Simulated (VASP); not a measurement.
Wanted: the native input for a VASP 6.6.1 run.

* Task: single point
* Functional: PBE
* Potentials or basis: VASP PAW PBE potentials, release 64 (Cd, S)
* Cutoff: 520 eV
* k mesh: 4 × 3 × 3
* Occupations: gaussian, width 0.2 eV
* Spin: no spin polarisation
* Dipole correction: no
* Further INCAR settings: ALGO = Normal; EDIFF = 1e-06; NBANDS = 36

The structure of Cd2S5 lies in POSCAR:

```
Cd2S5
1.0
    4.3012290092     -0.0199670384     -0.2444610803
   -0.0277161509      6.5724239171      0.1558209057
   -0.4190761377      0.1924374822      8.0085919317
Cd S
2 5
Direct
    0.0491433800     -0.1304201186      0.1455850111
    0.5650119819      0.3752247744      0.1971240925
    0.0773986573      0.2028419488      0.2769763346
   -0.0522974949      0.6343354588      0.7135279621
    0.2502528674      0.7155745832      0.5391688492
    0.5831144948      0.4856165758      0.5782420689
    0.5273761135      0.7168267777      0.0503756816
```

These files were run (other wordings do the same):

INCAR

```
SYSTEM = Cd2S5
  ALGO = Normal
  EDIFF = 1E-6
  ENCUT = 520
  GGA = PE
  ISIF = 2
  ISMEAR = 0
  LASPH = .TRUE.
  LCHARG = .FALSE.
  LREAL = .FALSE.
  LWAVE = .FALSE.
  NBANDS = 36
  NELM = 100
  PREC = Accurate
  SIGMA = 0.2
```

KPOINTS

```
k-points
0
G
  4 3 3
  0 0 0
```

Potentials or basis: VASP PAW PBE potentials, release 64 (Cd, S).

Run with:

```console
$ cat potpaw_PBE.64/Cd/POTCAR potpaw_PBE.64/S/POTCAR > POTCAR
$ mpirun -np 1 vasp_std > vasp.out
```

It gave:

* Pressure: 0.3 GPa
* Largest force: 0.149 eV/Å
* Band gap on the k mesh: 2.28 eV (least direct gap 2.29 eV)

Caveat: an odd mesh through Γ misses points on the zone boundary, where band edges can lie.

Wall time 3.1 min on 1 thread of Intel Xeon 8259CL (shared host), peak memory 0.36 GiB.
